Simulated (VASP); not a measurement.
# HfNbSe4 (F-43m) in VASP: a series of runs

The runs below take HfNbSe4 through single point, relaxation of cell and atoms, with PBE.

Everything below comes from runs of VASP 6.6.1. Logs are shortened: lines on timing, memory, paths and dates and some standing lists are left out, and cuts for length are marked.

### Step 1. The cell of the first run

Symmetry: F-43m, No. 216, cubic system. The conventional cell has a = 8.243 Å, b = 8.243 Å, c = 8.243 Å, α = 90.00°, β = 90.00°, γ = 90.00°. Within 4.5 Å of Hf (site symmetry -43m) lie 12 Se at 3.42 Å and 4 Nb at 3.57 Å. Within 4.5 Å of Nb (site symmetry -43m) lie 12 Se at 3.42 Å and 4 Hf at 3.57 Å. Se (site symmetry 3m) has 6 Se at 2.90 to 2.93 Å and 3 Hf at 3.42 Å and 3 Nb at 3.42 Å within 3.8 Å.

### Step 2. Single point, PBE

INCAR reads:

```
  ALGO = Normal
  EDIFF = 1E-7
  ENCUT = 520
  GGA = PE
  ISIF = 2
  ISMEAR = 0
  LASPH = True
  LCHARG = False
  LREAL = False
  LWAVE = False
  NBANDS = 32
  NELM = 60
  PREC = Accurate
  SIGMA = 0.1
```

KPOINTS reads:

```
k-points
0
Gamma
  4 4 4
```

POSCAR reads:

```
HfNbSe4
1.0
    0.0000000000      4.1216973600      4.1216973600
    4.1216973600      0.0000000000      4.1216973600
    4.1216973600      4.1216973600      0.0000000000
Hf Nb Se
1 1 4
Direct
    0.0000000000      0.0000000000      0.0000000000
    0.7500000000      0.7500000000      0.7500000000
    0.8765038300      0.3744987200      0.3744987200
    0.3744987200      0.3744987200      0.3744987200
    0.3744987200      0.8765038300      0.3744987200
    0.3744987200      0.3744987200      0.8765038300
```

Potentials or basis: VASP PAW PBE potentials, release 64 (Hf_pv, Nb_sv, Se).

On the command line:

```bash
cat potpaw_PBE.64/Hf_pv/POTCAR potpaw_PBE.64/Nb_sv/POTCAR potpaw_PBE.64/Se/POTCAR > POTCAR
mpirun -np 1 vasp_std > vasp.out
```

OUTCAR:

```text
EDIFF = 1E-7
   ENCUT = 520
   GGA = PE
   ISIF = 2
   ISMEAR = 0
   LASPH = True
   LREAL = False
   NELM = 60
   PREC = Accurate

 ion  position               nearest neighbor table
   1  0.000  0.000  0.000-
   2  0.750  0.750  0.750-
   3  0.877  0.374  0.374-
   4  0.374  0.374  0.374-
   5  0.374  0.877  0.374-
   6  0.374  0.374  0.877-

  LATTYP: Found a face centered cubic cell.
 ALAT       =     8.2433947200

  Lattice vectors:

 A1 = (   0.0000000000,   4.1216973600,   4.1216973600)
 A2 = (   4.1216973600,   0.0000000000,   4.1216973600)
 A3 = (   4.1216973600,   4.1216973600,   0.0000000000)

Analysis of symmetry for initial positions (statically):
=====================================================================
 Subroutine PRICEL returns:
 Original cell was already a primitive cell.

 Routine SETGRP: Setting up the symmetry group for a
 face centered cubic supercell.

 Subroutine GETGRP returns: Found 24 space group operations
 (whereof 24 operations were pure point group operations)
 out of a pool of 48 trial point group operations.

The static configuration has the point symmetry T_d .

Analysis of symmetry for dynamics (positions and initial velocities):
=====================================================================
 Subroutine PRICEL returns:
 Original cell was already a primitive cell.

 Routine SETGRP: Setting up the symmetry group for a
 face centered cubic supercell.

 Subroutine GETGRP returns: Found 24 space group operations
 (whereof 24 operations were pure point group operations)
 out of a pool of 48 trial point group operations.

The dynamic configuration has the point symmetry T_d .

 Subroutine INISYM returns: Found 24 space group operations
 (whereof 24 operations are pure point group operations),
 and found     1 'primitive' translations

----------------------------------------------------------------------------------------

                                     Primitive cell

  volume of cell :     140.0420

  direct lattice vectors                    reciprocal lattice vectors
[... 73 lines left out ...]
   LNONCOLLINEAR =      F non collinear calculations
   LSORBIT =      F    spin-orbit coupling
   LASPH  =      T    aspherical Exc in radial PAW
   ENCUT  =  520.0 eV  38.22 Ry    6.18 a.u.  10.84 10.84 10.84*2*pi/ulx,y,z
   NELM   =     60;   NELMIN=  2; NELMDL= -5     # of ELM steps
   EDIFF  = 0.1E-06   stopping-criterion for ELM
   LREAL  =      F    real-space projection
   EDIFFG = 0.1E-05   stopping-criterion for IOM
   NSW    =      0    number of steps for IOM
   IBRION =     -1    ionic relax: 0-MD 1-quasi-New 2-CG
   NFREE  =      0    steps in history (QN), initial steepest desc. (CG)
   ISIF   =      2    stress and relaxation
   ISYM   =      2    0-nonsym 1-usesym 2-fastsym
   POTIM  = 0.5000    time-step for ionic-motion
   TEBEG  =    0.0;   TEEND  =   0.0 temperature during run
   PSTRESS=    0.0 pullay stress
   NELECT =      47.0000    total number of electrons
   NUPDOWN=      -1.0000    fix difference up-down
   EMIN   =  10.00;   EMAX   =-10.00  energy-range for DOS
   EFERMI =   0.00;   METHOD = LEGACY
   ISMEAR =     0;   SIGMA  =   0.10  broadening in eV -4-tet -1-fermi 0-gaus
   EFERMI_NEDOS =   21; number of points for ismear=-14 and -15
   IALGO  =     38    algorithm
   IMIX   =      4    mixing-type and parameters
     AMIX     =   0.40;   BMIX     =  1.00
     AMIX_MAG =   1.60;   BMIX_MAG =  1.00
  volume/ion in A,a.u.               =      23.34       157.51
  Fermi-wavevector in a.u.,A,eV,Ry     =   1.137683  2.149910 17.610335  1.294323
  Thomas-Fermi vector in A             =   2.274388
   LORBIT       =      0    0 simple, 1 ext, 2 COOP (PROOUT), +10 PAW based schemes
   GGA     = PE    functional components
   LHFCALC =     F    Hartree Fock is set to
   AEXX    =    0.0000 exact exchange contribution
   IVDW    =     0    specifies the selected vdW correction
   LEPSILON=     F    determine dielectric tensor
   LRPA    =     F    only Hartree local field effects (RPA)
 non-spin polarized calculation
 Gauss-broadening in eV      SIGMA  =   0.10
  energy-cutoff  :      520.00
  volume of cell :      140.04
 maximum number of plane-waves:      3812
 NGX is ok and might be reduce to    48
   NGX = 21   NGY = 21   NGZ = 21

 number of electron      47.0000001 magnetization

 Free energy of the ion-electron system (eV)
  ---------------------------------------------------
  ext. energy  EPLUGINS =         0.00000000
  ---------------------------------------------------
  free energy    TOTEN  =       -29.00264491 eV

  energy without entropy =      -28.95620140  energy(sigma->0) =      -28.97942316

 E-fermi :   5.6861     XC(G=0): -10.3651

 val. band max:        5.6709828159   @ k =   0.2500   0.0000   0.0000
 cond. band min:       5.7029055406   @ k =   0.5000   0.2500   0.0000
 fundamental gap:      0.0319227248
 Fermi energy:         5.6861413238

 k-point     1 :       0.0000    0.0000    0.0000
  band No.  band energies     occupation
      1     -50.0724      2.00000
      2     -26.6047      2.00000
      3     -26.6047      2.00000
      4     -26.6047      2.00000
      5     -26.0693      2.00000
      6     -26.0693      2.00000
[... 269 lines left out ...]
     31       7.7278      0.00000
     32       7.8240      0.00000

------------------------ aborting loop because EDIFF is reached ----------------------------------------

  FORCE on cell =-STRESS in cart. coord.  units (eV):
  Direction    XX          YY          ZZ          XY          YZ          ZX
  --------------------------------------------------------------------------------------
  -------------------------------------------------------------------------------------
  Total       -7.9612644     -7.9612644     -7.9612644      0.0000000      0.0000000      0.0000000
  in kB      -91.0823719    -91.0823719    -91.0823719      0.0000000      0.0000000      0.0000000
  external PRESSURE =     -91.0823719 kB  Pullay stress =       0.0000000 kB

 VOLUME and BASIS-vectors are now :
 -----------------------------------------------------------------------------
  energy-cutoff  :      520.00
  volume of cell :      140.04
      direct lattice vectors                 reciprocal lattice vectors
     0.000000000  4.121697360  4.121697360    -0.121309246  0.121309246  0.121309246
     4.121697360  0.000000000  4.121697360     0.121309246 -0.121309246  0.121309246
     4.121697360  4.121697360  0.000000000     0.121309246  0.121309246 -0.121309246

 POSITION                                       TOTAL-FORCE (eV/Angst)
 -----------------------------------------------------------------------------------
      0.00000      0.00000      0.00000        -0.000000      0.000000      0.000000
      6.18255      6.18255      6.18255        -0.000000      0.000000      0.000000
      3.08714      5.15625      5.15625         0.082149     -0.082149     -0.082149
      3.08714      3.08714      3.08714         0.082149      0.082149      0.082149
      5.15625      3.08714      5.15625        -0.082149      0.082149     -0.082149
      5.15625      5.15625      3.08714        -0.082149     -0.082149      0.082149
 -----------------------------------------------------------------------------------
    total drift:                                0.000027      0.000027      0.000027

  FREE ENERGIE OF THE ION-ELECTRON SYSTEM (eV)
  ---------------------------------------------------
  free  energy   TOTEN  =       -29.0026449134 eV

  energy  without entropy=      -28.9562014012  energy(sigma->0) =      -28.97942316
```

OSZICAR:

```text
N       E                     dE             d eps       ncg     rms          rms(c)
DAV:   1     0.317576412639E+03    0.31758E+03   -0.22144E+04   520   0.131E+03
DAV:   2    -0.391559963294E+01   -0.32149E+03   -0.30894E+03   680   0.373E+02
DAV:   3    -0.297979481923E+02   -0.25882E+02   -0.24282E+02   776   0.802E+01
DAV:   4    -0.315470209538E+02   -0.17491E+01   -0.16968E+01   856   0.219E+01
DAV:   5    -0.315873725783E+02   -0.40352E-01   -0.40082E-01   720   0.215E+00    0.210E+01
DAV:   6    -0.352105091653E+02   -0.36231E+01   -0.40414E+01   840   0.180E+01    0.204E+01
DAV:   7    -0.298716937746E+02    0.53388E+01   -0.28186E+01   832   0.226E+01    0.166E+01
DAV:   8    -0.291355032622E+02    0.73619E+00   -0.31220E+00   752   0.561E+00    0.113E+01
DAV:   9    -0.290554230610E+02    0.80080E-01   -0.16893E+00   752   0.558E+00    0.392E+00
DAV:  10    -0.290024701142E+02    0.52953E-01   -0.23594E-01   720   0.245E+00    0.548E-01
DAV:  11    -0.290030307817E+02   -0.56067E-03   -0.14711E-02   776   0.523E-01    0.143E-01
DAV:  12    -0.290026265039E+02    0.40428E-03   -0.18524E-03   728   0.170E-01    0.916E-02
DAV:  13    -0.290026455229E+02   -0.19019E-04   -0.15913E-04   720   0.629E-02    0.295E-02
DAV:  14    -0.290026447514E+02    0.77149E-06   -0.37933E-05   768   0.274E-02    0.128E-02
DAV:  15    -0.290026448235E+02   -0.72037E-07   -0.34576E-06   824   0.892E-03    0.227E-03
DAV:  16    -0.290026449134E+02   -0.89975E-07   -0.25266E-07   504   0.241E-03
   1 F= -.29002645E+02 E0= -.28979423E+02  d E =-.464435E-01
```

stdout:

```text
POSCAR found type information on POSCAR HfNbSe
 POSCAR found :  3 types and       6 ions
 scaLAPACK will be used
 LDA part: xc-table for (Slater+PW92), standard interpolation
 POSCAR, INCAR and KPOINTS ok, starting setup
 FFT: planning ... GRIDC
 FFT: planning ... GRID_SOFT
 FFT: planning ... GRID
 WAVECAR not read
 entering main loop
```

Run time: 2.1 min. Hardware: 1 thread of Intel Xeon 6975P-C, shared host; peak memory 0.33 GiB.

Results:

```yaml
Free_energy: -29.0026 eV
Pressure: -9.1 GPa
Largest_force: 0.142 eV/Å
```

Forces in eV/Å, atoms in the order of the input:
```
Hf   0.000  0.000  0.000
Nb   0.000  0.000  0.000
Se   0.082 -0.082 -0.082
Se   0.082  0.082  0.082
Se  -0.082  0.082 -0.082
Se  -0.082 -0.082  0.082
```

Caveat: spin-orbit coupling is left out, which moves the levels of the heavy elements.

### Step 3. Single point, PBE

This run uses another cell than the first one, of 20.05 Å³/atom, 0.859 times its volume.

INCAR reads:

```
ALGO = Normal ; EDIFF = 1E-7
ENCUT = 520 ; GGA = PE
ISIF = 2 ; ISMEAR = 0
LASPH = T ; LCHARG = F
LREAL = F ; LWAVE = F
NBANDS = 32 ; NELM = 100
PREC = Accurate ; SIGMA = 0.1
```

KPOINTS reads:

```
k-points
0
Gamma
  8 8 8
```

POSCAR reads:

```
HfNbSe4
1.0
    0.0000000000      3.9183070986      3.9183070986
    3.9183070986      0.0000000000      3.9183070986
    3.9183070986      3.9183070986      0.0000000000
Hf Nb Se
1 1 4
Direct
    0.0000000000      0.0000000000      0.0000000000
    0.2500000000      0.2500000000      0.2500000000
    0.6247922345      0.6247922345      0.1256232965
    0.6247922345      0.1256232965      0.6247922345
    0.1256232965      0.6247922345      0.6247922345
    0.6247922345      0.6247922345      0.6247922345
```

Potentials or basis: VASP PAW PBE potentials, release 64 (Hf_pv, Nb_sv, Se).

On the command line:

```bash
cat potpaw_PBE.64/Hf_pv/POTCAR potpaw_PBE.64/Nb_sv/POTCAR potpaw_PBE.64/Se/POTCAR > POTCAR
mpirun -np 1 vasp_std > vasp.out
```

Run time: 1.7 min. Hardware: 1 thread of Intel Xeon 6975P-C (Granite Rapids), shared host; peak memory 0.32 GiB.

The run converged. Its results:

```
Free energy   : -29.7930 eV
Pressure      : -0.2 GPa
Largest force : 0.003 eV/Å
```

Forces on the atoms (eV/Å):
```
Hf   0.000  0.000  0.000
Nb   0.000  0.000  0.000
Se  -0.002 -0.002  0.002
Se  -0.002  0.002 -0.002
Se   0.002 -0.002 -0.002
Se   0.002  0.002  0.002
```

Levels at points of the mesh, in eV from the Fermi level:
| k point | band 20 | band 21 | band 22 | band 23 | band 24 | band 25 | band 26 | band 27 |
| --- | --- | --- | --- | --- | --- | --- | --- | --- |
| (0.00, 0.00, 0.00) | -0.46 | -0.46 | 0.93 | 0.93 | 0.93 | 1.30 | 1.30 | 1.82 |
| (0.50, 0.00, 0.00) | -3.06 | -1.84 | 0.17 | 0.17 | 0.39 | 0.59 | 0.59 | 1.04 |
| (0.50, 0.50, 0.00) | -3.30 | -3.30 | -0.82 | -0.82 | 0.19 | 0.44 | 1.05 | 1.32 |

Caveat: spin-orbit coupling is left out, which moves the levels of the heavy elements.

### Step 4. Relaxation of cell and atoms, PBE

This run uses another cell than the first one, of 20.17 Å³/atom, 0.864 times its volume.

INCAR reads:

```
ALGO = Normal ; EDIFF = 1E-6
EDIFFG = -0.01 ; ENCUT = 600
GGA = PE ; IBRION = 2
ISIF = 3 ; ISMEAR = 0
LASPH = True ; LCHARG = False
LREAL = False ; LWAVE = False
NELM = 100 ; NSW = 100
PREC = Accurate ; SIGMA = 0.1
```

KPOINTS is that of step 3.

POSCAR reads:

```
HfNbSe4
1.0
    0.0000000000      3.9262395773      3.9262395773
    3.9262395773      0.0000000000      3.9262395773
    3.9262395773      3.9262395773      0.0000000000
Hf Nb Se
1 1 4
Direct
    0.0000000000      0.0000000000      0.0000000000
    0.2500000000      0.2500000000      0.2500000000
    0.6249398880      0.6249398880      0.1251803359
    0.6249398880      0.1251803359      0.6249398880
    0.1251803359      0.6249398880      0.6249398880
    0.6249398880      0.6249398880      0.6249398880
```

On the command line:

```bash
cat potpaw_PBE.64/Hf_pv/POTCAR potpaw_PBE.64/Nb_sv/POTCAR potpaw_PBE.64/Se/POTCAR > POTCAR
mpirun -np 1 vasp_std > vasp.out
```

Run time: 4.4 min. Hardware: 1 thread of Intel Xeon 6975P-C (Granite Rapids), shared host; peak memory 0.43 GiB.

It converged, with:

```yaml
Free_energy: -29.7930 eV
Relaxed_volume: 20.02 Å³/atom
Relaxed_cell: a = 5.538 Å, b = 5.538 Å, c = 5.538 Å, α = 60.00°, β = 60.00°, γ = 60.00°
Space_group_after_relaxing_to_0.05_Å: F-43m (No. 216)
Energy_gained_by_relaxing: 0.4 meV/atom
Ionic_steps: 5
Pressure_after_relaxing: 0.0 GPa
```

Step by step:
```csv
step,energy change (eV),largest force (eV/Å),pressure (GPa),volume (Å³)
1,0.0000,0.0450,-0.67,121.05
2,-0.0015,0.0081,0.37,119.57
3,-0.0022,0.0110,0.01,120.08
4,-0.0022,0.0117,0.00,120.10
5,-0.0022,0.0007,0.02,120.12
```

Final structure:
```xyz
6
Lattice="0.0000 3.9161 3.9161 3.9161 0.0000 3.9161 3.9161 3.9161 0.0000" Properties=species:S:1:pos:R:3 pbc="T T T"
Hf    0.0000    0.0000    0.0000
Nb    1.9581    1.9581    1.9581
Se    2.9387    2.9387    4.8936
Se    2.9387    4.8936    2.9387
Se    4.8936    2.9387    2.9387
Se    4.8936    4.8936    4.8936
```

Levels at points of the mesh, in eV from the Fermi level:
| k point | band 21 | band 22 | band 23 | band 24 | band 25 | band 26 |
| --- | --- | --- | --- | --- | --- | --- |
| (0.00, 0.00, 0.00) | -0.46 | 0.94 | 0.94 | 0.94 | 1.31 | 1.31 |
| (0.50, 0.00, 0.00) | -1.84 | 0.17 | 0.17 | 0.39 | 0.59 | 0.59 |
| (0.50, 0.50, 0.00) | -3.30 | -0.82 | -0.82 | 0.19 | 0.44 | 1.06 |

Caveat: spin-orbit coupling is left out, which moves the levels of the heavy elements.

### Step 5. The runs side by side

```tsv
task	cell	k mesh	cutoff (eV)	gap on the mesh (eV)	pressure (GPa)
single point	a = 5.829 Å, angles 60.0°, 6 atoms	4 × 4 × 4	520	none	-9.1
single point	a = 5.541 Å, angles 60.0°, 6 atoms	8 × 8 × 8	520	none	-0.2
relaxation of cell and atoms	relaxed from a = 5.553 Å, angles 60.0°, 6 atoms	8 × 8 × 8	600	none	0.0
```

Alike in all rows: level PBE; potentials or basis VASP PAW PBE potentials, release 64 (Hf_pv, Nb_sv, Se); no spin polarisation; smearing gaussian 0.1 eV.

Caveats: spin-orbit coupling is left out, which moves the levels of the heavy elements.

Absolute energies hang on the potentials; compare differences alone.
